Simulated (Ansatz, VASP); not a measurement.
# Al2Au: VASP beside Ansatz

```
Al Au
1.0
     0.00000    3.00000    3.00000
     3.00000    0.00000    3.00000
     3.00000    3.00000    0.00000
Al Au
2 1
Direct
  0.21250 0.28750 0.28750
  0.75000 0.75000 0.75000
  0.00000 0.00000 0.00000
```

Change from the starting cell: one atom moved.

Alike in both runs: task single point; functional PBE; k mesh 10 × 10 × 10; occupations gaussian, width 0.1 eV; no spin polarisation.

```csv
,VASP,Ansatz
version,VASP 6.6.1,Ansatz 0.2.0
potentials or method,"VASP PAW PBE potentials, release 64 (Al, Au), cutoff 520 eV","scalar-relativistic, plane waves, PAW"
valence electrons in the cell,17,25
```

Ansatz gave:

| Item | Value |
| --- | --- |
| gap on the k mesh at the Fermi level (eV) | none |
| pressure (GPa) | 4.9 |
| traceless stress, the component that is largest in VASP (GPa) | -4.82 |
| rms of the force components (eV/Å) | 0.550 |

Problem. Which values does VASP return?

Solution. gap on the k mesh at the Fermi level (eV): none; pressure (GPa): 4.7; traceless stress, the component that is largest in VASP (GPa): -4.79; rms of the force components (eV/Å): 0.548.

Atom by atom the forces differ by 0.002 eV/Å (rms over components). A gap of «none» marks a metal or a gap that the smearing closes. VASP's potentials hold 17 valence electrons a cell and Ansatz's 25, so a difference there can come from the potentials and not from the codes.

Neither program's run includes spin-orbit coupling.
